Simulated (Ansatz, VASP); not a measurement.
**One calculation of BN, two programs**

```
CELL_PARAMETERS angstrom
0.00000 1.66713 1.99992
1.99992 0.00000 1.99992
1.99992 1.66713 0.00000
ATOMIC_POSITIONS crystal
B 0.00000 0.00000 0.00000
N 0.75000 0.75000 0.75000
```

Alike in both runs: task single point; functional PBE; k mesh 12 × 12 × 12; occupations gaussian, width 0.05 eV; no spin polarisation.

```csv
,VASP,Ansatz
version,VASP 6.6.1,Ansatz 0.2.0
potentials or method,"VASP PAW PBE potentials, release 64 (B, N), cutoff 520 eV","scalar-relativistic, plane waves, PAW"
valence electrons in the cell,8,8
```

```tsv
	VASP	Ansatz	Ansatz less VASP
gap on the k mesh at the Fermi level (eV)	2.03	2.04	+0.009
least direct gap on the mesh (eV)	6.85	6.85	+0.008
```
